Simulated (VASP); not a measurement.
# Ni (Fm-3m) in VASP: a series of runs

The runs below take Ni through single point, with LDA.

All numbers are computed with VASP 6.6.1; they aren't measurements. Logs are shortened: lines on timing, memory, paths and dates and some standing lists are left out, and cuts for length are marked.

## 1. The cell of the first run

The structure is cubic, space group Fm-3m (No. 225). Conventional cell: a = 3.187 Å, b = 3.187 Å, c = 3.187 Å, α = 90.00°, β = 90.00°, γ = 90.00°. Ni (site symmetry m-3m) has 12 Ni at 2.25 Å within 3.0 Å.

## 2. Single point, LDA, collinear spin, ferromagnetic start (volume scaled by 0.74)

File INCAR:

```
SYSTEM = Ni
  ALGO = Normal
  EDIFF = 1E-6
  ENCUT = 520
  ISIF = 2
  ISMEAR = -1
  ISPIN = 2
  LASPH = .True.
  LCHARG = .False.
  LMAXMIX = 4
  LORBIT = 11
  LREAL = .False.
  LWAVE = .False.
  MAGMOM = 1.5
  NBANDS = 15
  NELM = 150
  PREC = Accurate
  SIGMA = 0.1
```

File KPOINTS:

```
k-points
0
Gamma
  16 16 16
  0 0 0
```

File POSCAR:

```
Ni
1.0
    0.0000000000      1.5936775541      1.5936775541
    1.5936775541      0.0000000000      1.5936775541
    1.5936775541      1.5936775541      0.0000000000
Ni
1
Direct
    0.0000000000      0.0000000000      0.0000000000
```

Potentials or basis: VASP PAW LDA potentials, release 64 (Ni).

The run is started by

```console
cat potpaw_LDA.64/Ni/POTCAR > POTCAR
mpirun -np 1 vasp_std > vasp.out
```

OUTCAR:

```text
SYSTEM = Ni
   EDIFF = 1E-6
   ENCUT = 520
   ISIF = 2
   ISMEAR = -1
   ISPIN = 2
   LASPH = .True.
   LORBIT = 11
   LREAL = .False.
   NELM = 150
   PREC = Accurate

 ion  position               nearest neighbor table
   1  0.000  0.000  0.000-

  LATTYP: Found a face centered cubic cell.
 ALAT       =     3.1873551082

  Lattice vectors:

 A1 = (   0.0000000000,   1.5936775541,   1.5936775541)
 A2 = (   1.5936775541,   0.0000000000,   1.5936775541)
 A3 = (   1.5936775541,   1.5936775541,   0.0000000000)

Analysis of symmetry for initial positions (statically):
=====================================================================
 Subroutine PRICEL returns:
 Original cell was already a primitive cell.

 Routine SETGRP: Setting up the symmetry group for a
 face centered cubic supercell.

 Subroutine GETGRP returns: Found 48 space group operations
 (whereof 48 operations were pure point group operations)
 out of a pool of 48 trial point group operations.

The static configuration has the point symmetry O_h .

Analysis of symmetry for dynamics (positions and initial velocities):
=====================================================================
 Subroutine PRICEL returns:
 Original cell was already a primitive cell.

 Routine SETGRP: Setting up the symmetry group for a
 face centered cubic supercell.

 Subroutine GETGRP returns: Found 48 space group operations
 (whereof 48 operations were pure point group operations)
 out of a pool of 48 trial point group operations.

The dynamic configuration has the point symmetry O_h .

Analysis of structural, dynamic, and magnetic symmetry:
=====================================================================
 Subroutine PRICEL returns:
 Original cell was already a primitive cell.

 Routine SETGRP: Setting up the symmetry group for a
 face centered cubic supercell.

 Subroutine GETGRP returns: Found 48 space group operations
 (whereof 48 operations were pure point group operations)
 out of a pool of 48 trial point group operations.

The overall configuration has the point symmetry O_h .

 Subroutine INISYM returns: Found 48 space group operations
 (whereof 48 operations are pure point group operations),
 and found     1 'primitive' translations

----------------------------------------------------------------------------------------

                                     Primitive cell

  volume of cell :       8.0953

  direct lattice vectors                    reciprocal lattice vectors
     0.000000000  1.593677554  1.593677554    -0.313739752  0.313739752  0.313739752
     1.593677554  0.000000000  1.593677554     0.313739752 -0.313739752  0.313739752
     1.593677554  1.593677554  0.000000000     0.313739752  0.313739752 -0.313739752

  length of vectors
     2.253800411  2.253800411  2.253800411     0.543413190  0.543413190  0.543413190

  position of ions in fractional coordinates (direct lattice)
     0.000000000  0.000000000  0.000000000

  ion indices of the primitive-cell ions
   primitive index   ion index
                 1           1

----------------------------------------------------------------------------------------

 KPOINTS: k-points

Automatic generation of k-mesh.
 Grid dimensions read from file:
 generate k-points for:   16   16   16

 Generating k-lattice:

  Cartesian coordinates                     Fractional coordinates (reciprocal lattice)
    -0.019608734  0.019608734  0.019608734     0.062500000  0.000000000  0.000000000
     0.019608734 -0.019608734  0.019608734     0.000000000  0.062500000  0.000000000
     0.019608734  0.019608734 -0.019608734     0.000000000  0.000000000  0.062500000

  Length of vectors
     0.033963324  0.033963324  0.033963324

  Shift w.r.t. Gamma in fractional coordinates (k-lattice)
     0.000000000  0.000000000  0.000000000

 Subroutine IBZKPT returns following result:
 ===========================================

 Found    145 irreducible k-points:

 Following reciprocal coordinates:
            Coordinates               Weight
  0.000000  0.000000  0.000000      1.000000
  0.062500  0.000000  0.000000      8.000000
  0.125000  0.000000  0.000000      8.000000
  0.187500  0.000000  0.000000      8.000000
  0.250000  0.000000  0.000000      8.000000
  0.312500  0.000000  0.000000      8.000000
[... 16 lines left out ...]
 -0.125000  0.062500  0.000000     24.000000
 -0.062500  0.062500  0.000000     12.000000
 [... further k-points ...]
   k-points           NKPTS =    145   k-points in BZ     NKDIM =    145   number of bands    NBANDS=     15
   number of dos      NEDOS =    301   number of ions     NIONS =      1
   total plane-waves  NPLWV =   5832
   dimension x,y,z NGX =    18 NGY =   18 NGZ =   18
   dimension x,y,z NGXF=    36 NGYF=   36 NGZF=   36
   ions per type =               1
   NGX,Y,Z   is equivalent  to a cutoff of  13.28, 13.28, 13.28 a.u.
   NGXF,Y,Z  is equivalent  to a cutoff of  26.55, 26.55, 26.55 a.u.
 SYSTEM =  Ni
   PREC   = accura    normal or accurate (medium, high low for compatibility)
   ISTART =      0    job   : 0-new  1-cont  2-samecut
   ICHARG =      2    charge: 1-file 2-atom 10-const
   ISPIN  =      2    spin polarized calculation?
   LNONCOLLINEAR =      F non collinear calculations
   LSORBIT =      F    spin-orbit coupling
   LASPH  =      T    aspherical Exc in radial PAW
   ENCUT  =  520.0 eV  38.22 Ry    6.18 a.u.   4.19  4.19  4.19*2*pi/ulx,y,z
   NELM   =    150;   NELMIN=  2; NELMDL= -5     # of ELM steps
   EDIFF  = 0.1E-05   stopping-criterion for ELM
   LREAL  =      F    real-space projection
   EDIFFG = 0.1E-04   stopping-criterion for IOM
   NSW    =      0    number of steps for IOM
   IBRION =     -1    ionic relax: 0-MD 1-quasi-New 2-CG
   NFREE  =      0    steps in history (QN), initial steepest desc. (CG)
   ISIF   =      2    stress and relaxation
   ISYM   =      2    0-nonsym 1-usesym 2-fastsym
   POTIM  = 0.5000    time-step for ionic-motion
   TEBEG  =    0.0;   TEEND  =   0.0 temperature during run
   PSTRESS=    0.0 pullay stress
   NELECT =      10.0000    total number of electrons
   NUPDOWN=      -1.0000    fix difference up-down
   EMIN   =  10.00;   EMAX   =-10.00  energy-range for DOS
   EFERMI =   0.00;   METHOD = LEGACY
   ISMEAR =    -1;   SIGMA  =   0.10  broadening in eV -4-tet -1-fermi 0-gaus
   EFERMI_NEDOS =   21; number of points for ismear=-14 and -15
   IALGO  =     38    algorithm
   IMIX   =      4    mixing-type and parameters
     AMIX     =   0.40;   BMIX     =  1.00
     AMIX_MAG =   1.60;   BMIX_MAG =  1.00
  volume/ion in A,a.u.               =       8.10        54.63
  Fermi-wavevector in a.u.,A,eV,Ry     =   1.756566  3.319428 41.981086  3.085523
  Thomas-Fermi vector in A             =   2.826091
   LORBIT       =     11    0 simple, 1 ext, 2 COOP (PROOUT), +10 PAW based schemes
   GGA     = CA    functional components
   LHFCALC =     F    Hartree Fock is set to
   AEXX    =    0.0000 exact exchange contribution
   IVDW    =     0    specifies the selected vdW correction
   LEPSILON=     F    determine dielectric tensor
   LRPA    =     F    only Hartree local field effects (RPA)
 spin polarized calculation
  energy-cutoff  :      520.00
  volume of cell :        8.10
 maximum number of plane-waves:       229
 NGX is ok and might be reduce to    18
   NGX =  9   NGY =  9   NGZ =  9

 number of electron      10.0000009 magnetization       0.4950332

 Free energy of the ion-electron system (eV)
  ---------------------------------------------------
  ext. energy  EPLUGINS =         0.00000000
  ---------------------------------------------------
  free energy    TOTEN  =        -6.15976633 eV

  energy without entropy =       -6.11259294  energy(sigma->0) =       -6.13617963

 E-fermi :  13.9789     XC(G=0): -15.4560

 val. band max:       13.9567606685   @ k =   0.3750   0.3750   0.0000
 cond. band min:      13.9792031420   @ k =   0.5000   0.4375   0.0625
 fundamental gap:      0.0224424735
 Fermi energy:        13.9789196167

 spin component 1

 k-point     1 :       0.0000    0.0000    0.0000
  band No.  band energies     occupation
      1       2.7699      1.00000
      2      10.7431      1.00000
      3      10.7431      1.00000
      4      10.7431      1.00000
      5      12.5080      1.00000
      6      12.5080      1.00000
      7      40.1249      0.00000
      8      46.3444      0.00000
      9      46.3444      0.00000
     10      46.3444      0.00000
     11      51.0037      0.00000
     12      51.0037      0.00000
     13      51.0037      0.00000
     14      52.8381      0.00000
     15      58.7108      0.00000
[... 397 lines left out ...]
 k-point    24 :      -0.0625    0.0625    0.0000
  band No.  band energies     occupation
      1       3.2765      1.00000
      2      10.5573      1.00000
      3      10.8724      1.00000
      4      10.9008      1.00000
      5      12.3667      1.00000
      6      12.5293      1.00000
      7      39.4512      0.00000
      8      42.4588      0.00000
      9      44.9084      0.00000
     10      47.0280      0.00000
     11      50.3842      0.00000
     12      51.1291      0.00000
     13      53.6584      0.00000
     14      56.8478      0.00000
     15      58.3992      0.00000

 [... further k-points ...]

 spin component 2

 k-point     1 :       0.0000    0.0000    0.0000
  band No.  band energies     occupation
      1       2.8303      1.00000
      2      11.2470      1.00000
      3      11.2470      1.00000
      4      11.2470      1.00000
      5      12.9796      0.99995
      6      12.9796      0.99995
      7      40.1457      0.00000
      8      46.3931      0.00000
      9      46.3931      0.00000
     10      46.3931      0.00000
     11      51.1751      0.00000
     12      51.1751      0.00000
     13      51.1751      0.00000
     14      52.8646      0.00000
     15      59.9031      0.00000
[... 397 lines left out ...]
 k-point    24 :      -0.0625    0.0625    0.0000
  band No.  band energies     occupation
      1       3.3377      1.00000
      2      11.0514      1.00000
      3      11.3796      1.00000
      4      11.4059      1.00000
      5      12.8334      0.99999
      6      13.0015      0.99994
      7      39.5218      0.00000
      8      42.5344      0.00000
      9      44.9817      0.00000
     10      47.0810      0.00000
     11      50.4907      0.00000
     12      51.2965      0.00000
     13      53.7597      0.00000
     14      56.9730      0.00000
     15      58.8088      0.00000

 [... further k-points ...]
[... 5 lines left out ...]
  --------------------------------------------------------------------------------------
  -------------------------------------------------------------------------------------
  Total        4.6018120      4.6018120      4.6018120      0.0000000     -0.0000000      0.0000000
  in kB      910.7686884    910.7686884    910.7686884      0.0000000     -0.0000000      0.0000000
  external PRESSURE =     910.7686884 kB  Pullay stress =       0.0000000 kB

 VOLUME and BASIS-vectors are now :
 -----------------------------------------------------------------------------
  energy-cutoff  :      520.00
  volume of cell :        8.10
      direct lattice vectors                 reciprocal lattice vectors
     0.000000000  1.593677554  1.593677554    -0.313739752  0.313739752  0.313739752
     1.593677554  0.000000000  1.593677554     0.313739752 -0.313739752  0.313739752
     1.593677554  1.593677554  0.000000000     0.313739752  0.313739752 -0.313739752

 POSITION                                       TOTAL-FORCE (eV/Angst)
 -----------------------------------------------------------------------------------
      0.00000      0.00000      0.00000        -0.000000      0.000000     -0.000000
 -----------------------------------------------------------------------------------
    total drift:                                0.000000      0.000000      0.000000

  FREE ENERGIE OF THE ION-ELECTRON SYSTEM (eV)
  ---------------------------------------------------
  free  energy   TOTEN  =        -6.1597663258 eV

  energy  without entropy=       -6.1125929389  energy(sigma->0) =       -6.13617963

 total charge

# of ion       s       p       d       tot
------------------------------------------
    1        0.652   0.827   8.549  10.027

 magnetization (x)

# of ion       s       p       d       tot
------------------------------------------
    1       -0.003  -0.015   0.501   0.483
```

Run time: 37 s. Hardware: 1 thread of Intel Xeon Platinum 8259CL at 2.50GHz (Skylake/Cascade Lake), shared host; peak memory 0.14 GiB.

What came out:

```
Free energy  : -6.1598 eV
Pressure     : 91.1 GPa
Net moment   : 0.50 μB per cell
Site moments : Ni +0.48 μB
```

## 3. Single point, LDA, collinear spin, ferromagnetic start (volume scaled by 0.8)

File INCAR:

```
  ALGO = Normal
  EDIFF = 1E-6
  ENCUT = 520
  ISIF = 2
  ISMEAR = -1
  ISPIN = 2
  LASPH = T
  LCHARG = T
  LELF = T
  LMAXMIX = 4
  LORBIT = 11
  LREAL = F
  LVHAR = T
  LWAVE = F
  MAGMOM = 1.5
  NBANDS = 15
  NELM = 150
  PREC = Accurate
  SIGMA = 0.1
```

File KPOINTS:

```
k-points
0
Gamma
  16 16 16
```

File POSCAR:

```
Ni
1.0
    0.0000000000      1.6356355643      1.6356355643
    1.6356355643      0.0000000000      1.6356355643
    1.6356355643      1.6356355643      0.0000000000
Ni
1
Direct
    0.0000000000      0.0000000000      0.0000000000
```

Potentials or basis: VASP PAW LDA potentials, release 64 (Ni).

The run is started by

```console
cat potpaw_LDA.64/Ni/POTCAR > POTCAR
mpirun -np 1 vasp_std > vasp.out
```

Run time: 34 s. Hardware: 1 thread of Intel Xeon Platinum 8259CL at 2.50GHz (Skylake/Cascade Lake), shared host; peak memory 0.14 GiB.

Results (log left out):

| Quantity | Value |
| --- | --- |
| Free energy | -6.4391 eV |
| Pressure | 48.1 GPa |
| Net moment | 0.52 μB per cell |
| Site moments | Ni +0.51 μB |
| Valence electrons inside the program's atomic spheres | Ni 9.80 |

Levels at points of the mesh, in eV from the Fermi level:
Spin up:
```
           k point  band 1  band 2  band 3  band 4  band 5  band 6  band 7  band 8  band 9  band 10
(0.00, 0.00, 0.00)  -10.58   -2.95   -2.95   -2.95   -1.38   -1.38   25.56   31.11   31.11    31.11
(0.50, 0.00, 0.00)   -6.12   -2.99   -2.99   -0.65   -0.39   -0.39    7.52   23.98   28.58    28.58
(0.50, 0.50, 0.00)   -6.11   -5.43   -0.37   -0.16   -0.16    2.65   11.45   16.94   16.94    22.84
```
Spin down:
```
           k point  band 1  band 2  band 3  band 4  band 5  band 6  band 7  band 8  band 9  band 10
(0.00, 0.00, 0.00)  -10.53   -2.42   -2.42   -2.42   -0.88   -0.88   25.57   31.15   31.15    31.15
(0.50, 0.00, 0.00)   -5.79   -2.51   -2.51   -0.60    0.18    0.18    7.87   23.98   28.70    28.70
(0.50, 0.50, 0.00)   -5.81   -5.00    0.15    0.45    0.45    2.71   11.71   17.02   17.02    23.08
```

## 4. Single point, LDA, collinear spin, ferromagnetic start (volume scaled by 0.86)

File INCAR:

```
SYSTEM = Ni
PREC     = Accurate       ! precision mode
ENCUT    = 520            ! plane-wave cutoff, eV
EDIFF    = 1E-6           ! SCF threshold, eV
ISMEAR   = -1             ! smearing method
SIGMA    = 0.1            ! smearing width, eV
LREAL    = .False.        ! projectors in reciprocal space
LASPH    = .True.         ! aspherical terms in the spheres
NELM     = 150            ! most SCF steps
ALGO     = Normal         ! electronic algorithm
ISIF     = 2              ! what is computed and relaxed
LWAVE    = .False.        ! write WAVECAR
LCHARG   = .False.        ! write CHGCAR
ISPIN    = 2              ! spin polarisation
MAGMOM   = 1.5            ! initial moments
LORBIT   = 11             ! projections on sites
LMAXMIX  = 4              ! l up to which the mixer works
NBANDS   = 15             ! bands
```

File KPOINTS:

```
Automatic mesh
0
Gamma
  16 16 16
  0 0 0
```

File POSCAR:

```
Ni
1.0
    0.0000000000      1.6755447568      1.6755447568
    1.6755447568      0.0000000000      1.6755447568
    1.6755447568      1.6755447568      0.0000000000
Ni
1
Direct
    0.0000000000      0.0000000000      0.0000000000
```

The run is started by

```console
cat potpaw_LDA.64/Ni/POTCAR > POTCAR
mpirun -np 1 vasp_std > vasp.out
```

It took 35 s on 1 thread of Intel Xeon Platinum 8259CL at 2.50GHz (Skylake/Cascade Lake), shared host; peak memory 0.14 GiB.

The run converged. Its results:

```
Free energy                                           : -6.5727 eV
Pressure                                              : 19.0 GPa
Net moment                                            : 0.54 μB per cell
Site moments                                          : Ni +0.53 μB
Valence electrons inside the program's atomic spheres : Ni 9.62
```

Levels at points of the mesh, in eV from the Fermi level:
Spin up:
```tsv
k point	band 1	band 2	band 3	band 4	band 5	band 6	band 7	band 8	band 9	band 10
(0.00, 0.00, 0.00)	-10.02	-2.71	-2.71	-2.71	-1.30	-1.30	24.99	29.93	29.93	29.93
(0.50, 0.00, 0.00)	-5.62	-2.74	-2.74	-0.51	-0.42	-0.42	6.88	23.44	27.21	27.21
(0.50, 0.50, 0.00)	-5.54	-4.94	-0.40	-0.22	-0.22	2.57	10.69	16.20	16.20	21.78
```
Spin down:
```csv
k point,band 3,band 4,band 5,band 6,band 7,band 8
"(0.00, 0.00, 0.00)",-2.16,-2.16,-0.78,-0.78,24.99,29.98
"(0.50, 0.00, 0.00)",-2.24,-0.47,0.17,0.17,7.24,23.44
"(0.50, 0.50, 0.00)",0.14,0.41,0.41,2.64,10.96,16.27
```

## 5. The runs side by side

```csv
cell,gap on the mesh (eV),pressure (GPa),moment (μB)
"a = 2.254 Å, angles 60.0°, 1 atom",none,91.1,0.50
"a = 2.313 Å, angles 60.0°, 1 atom",none,48.1,0.52
"a = 2.370 Å, angles 60.0°, 1 atom",none,19.0,0.54
```

Alike in all rows: task single point; level LDA; potentials or basis VASP PAW LDA potentials, release 64 (Ni); spin collinear, ferromagnetic start; k mesh 16 × 16 × 16; cutoff (eV) 520; smearing fermi-dirac 0.1 eV.

Absolute energies hang on the potentials; compare differences alone.
